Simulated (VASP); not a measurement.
Write the native input for VASP 6.6.1 that does the following.

* Task: single point
* Functional: LDA
* Potentials or basis: VASP PAW LDA potentials, release 64 (Ti_sv)
* Cutoff: 520 eV
* k mesh: 12 × 12 × 14
* Occupations: gaussian, width 0.1 eV
* Spin: no spin polarisation
* Dipole correction: no
* Further INCAR settings: ALGO = Fast; EDIFF = 1e-06; NBANDS = 25

The structure of Ti lies in POSCAR:

```
Ti
1.0
    4.4508280098      0.0000000028      0.0000000000
   -2.2254140073      3.8545301230      0.0000000000
    0.0000000000      0.0000000000      2.7705507101
Ti
3
Direct
    0.0000000000      0.0000000000      0.0000000000
    0.3333333333      0.6666666667      0.5000000000
    0.6666666667      0.3333333333      0.5000000000
```

This isn't the form of Ti at room conditions, which is hcp.

These files were run (other wordings do the same):

INCAR

```
ALGO     = Fast           # electronic algorithm
EDIFF    = 1E-6           # SCF threshold, eV
ENCUT    = 520            # plane-wave cutoff, eV
ISIF     = 2              # what is computed and relaxed
ISMEAR   = 0              # smearing method
LASPH    = True           # aspherical terms in the spheres
LCHARG   = False          # write CHGCAR
LREAL    = False          # projectors in reciprocal space
LWAVE    = False          # write WAVECAR
NBANDS   = 25             # bands
NELM     = 80             # most SCF steps
PREC     = Accurate       # precision mode
SIGMA    = 0.1            # smearing width, eV
```

KPOINTS

```
k-points
0
Gamma
  12 12 14
```

Potentials or basis: VASP PAW LDA potentials, release 64 (Ti_sv).

Run with:

```bash
$ cat potpaw_LDA.64/Ti_sv/POTCAR > POTCAR
$ mpirun -np 1 vasp_std > vasp.out
```

It gave:

| Quantity | Value |
| --- | --- |
| Pressure | -0.3 GPa |
| Band gap on the k mesh | zero (bands 18 and 19 overlap by 0.39 eV) |

It took 4.7 min on 1 thread of Intel(R) Xeon(R) 6975P-C (Granite Rapids), with other jobs on the host, peak memory 0.25 GiB.
